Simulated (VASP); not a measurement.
Runs of VASP 6.6.1 on AlN. The structure is that of space group F-43m (No. 216), or close to it. The cells are those of the table. 

| task | cell | cutoff (eV) | smearing | ions in elastic constants | gap on the mesh (eV) | pressure (GPa) |
| --- | --- | --- | --- | --- | --- | --- |
| single point | a = 3.062 Å, angles 60.0°, 2 atoms | 520 | gaussian 0.01 eV | - | 3.20 | 7.0 |
| single point | a = 3.116 Å, angles 60.0°, 2 atoms | 520 | gaussian 0.01 eV | - | 3.17 | (a) |
| relaxation of cell and atoms | relaxed from a = 3.095 Å, angles 60.0°, 2 atoms | 600 | gaussian 0.01 eV | - | 3.18 | 0.0 |
| single point | a = 3.052 Å, angles 60.0°, 2 atoms | 520 | gaussian 0.02 eV | - | 3.20 | 9.2 |
| relaxation of cell and atoms | relaxed to 9 GPa from a = 3.095 Å, angles 60.0°, 2 atoms | 600 | gaussian 0.01 eV | - | 3.20 | 9.0 |
| relaxation of cell and atoms | relaxed to 7 GPa from a = 3.095 Å, angles 60.0°, 2 atoms | 600 | gaussian 0.01 eV | - | 3.20 | 7.0 |

Alike in all rows: level PBEsol; potentials or basis VASP PAW PBE potentials, release 64 (Al, N); no spin polarisation; k mesh 10 × 10 × 10.

Task: Estimate the missing entries.

Result: (a) -3.9.

Caveats: the PAW data sets were made with another functional, which shifts forces and pressure a little; the cell is relaxed towards a set pressure, so the enthalpy falls and the energy may rise (some runs).

A k mesh can miss the band edges.
